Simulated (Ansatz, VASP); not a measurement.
## One calculation of SrO, two programs

Contents of POSCAR:

```
SrO
1.0
    0.0000000000      2.5798923266      2.4550255380
    2.5798923266      0.0000000000      2.4550255380
    2.5798923266      2.5798923266      0.0000000000
Sr O
1 1
Direct
    0.0000000000      0.0000000000      0.0000000000
    0.5000000000      0.5000000000      0.5000000000
```

INCAR.step1

```
SYSTEM = SrO
PREC     = Accurate       ! precision mode
ENCUT    = 520            ! plane-wave cutoff, eV
ISMEAR   = 0              ! smearing method
SIGMA    = 0.01           ! smearing width, eV
LREAL    = .False.        ! projectors in reciprocal space
LASPH    = .True.         ! aspherical terms in the spheres
NELM     = 60             ! most SCF steps
NBANDS   = 15             ! bands
GGA      = PE             ! functional
ALGO     = Normal         ! electronic algorithm
EDIFF    = 1E-4           ! SCF threshold, eV
LWAVE    = .True.         ! write WAVECAR
LCHARG   = .False.        ! write CHGCAR
```

Contents of INCAR.step2:

```
SYSTEM = SrO
PREC     = Accurate       ! precision mode
ENCUT    = 520            ! plane-wave cutoff, eV
EDIFF    = 1E-6           ! SCF threshold, eV
ISMEAR   = 0              ! smearing method
SIGMA    = 0.01           ! smearing width, eV
LREAL    = .False.        ! projectors in reciprocal space
LASPH    = .True.         ! aspherical terms in the spheres
NELM     = 60             ! most SCF steps
ALGO     = Normal         ! electronic algorithm
ISIF     = 2              ! what is computed and relaxed
LWAVE    = .False.        ! write WAVECAR
LCHARG   = .False.        ! write CHGCAR
METAGGA  = R2SCAN         ! meta-GGA
LMIXTAU  = .True.       
NBANDS   = 15             ! bands
ISTART   = 1
```

The input KPOINTS:

```
Automatic mesh
0
Gamma
  8 8 8
  0 0 0
```

Input for Ansatz:

```yaml
crystal:
  lattice:
    - [0.0, 2.5798923266, 2.455025538]
    - [2.5798923266, 0.0, 2.455025538]
    - [2.5798923266, 2.5798923266, 0.0]
  atoms:
    - { symbol: Sr, position: [0.0, 0.0, 0.0] }
    - { symbol: O, position: [0.5, 0.5, 0.5] }
kpoints:
  mp_grid: { grid: [8, 8, 8] }
  band_path:
    path:
      - [0.0, 0.0, 0.0]
      - [0.5, 0.0, 0.5]
      - [0.625, 0.25, 0.625]
      - [0.375, 0.375, 0.75]
      - [0.5, 0.5, 0.5]
      - [0.5, 0.25, 0.75]
    npoints: 1
hamiltonian:
  xc: r2scan
scf:
  occupations: { method: fixed }
  n_extra_bands: 4
output:
  forces: true
  stress: true
  eigenvalues: true
```

Change from the starting cell: uniaxial_z strain -4.8%.

Alike in both runs: task single point; functional r2SCAN; k mesh 8 × 8 × 8; no spin polarisation.

|  | VASP | Ansatz |
| --- | --- | --- |
| version | VASP 6.6.1 | Ansatz 0.2.0 |
| potentials or method | VASP PAW PBE potentials, release 64 (Sr_sv, O) | plane waves, PAW |
| plane-wave cutoff (eV) | 520 | 500 |
| occupations | gaussian, width 0.01 eV | fixed |
| valence electrons in the cell | 16 | 16 |

```tsv
	VASP	Ansatz	Ansatz less VASP
gap on the k mesh at the Fermi level (eV)	3.43	3.49	+0.061
pressure (GPa)	6.5	5.8	-0.69
traceless stress, the component that is largest in VASP (GPa)	6.66	6.33	-0.328
```

VASP's potentials were made for PBE, not for r2SCAN.
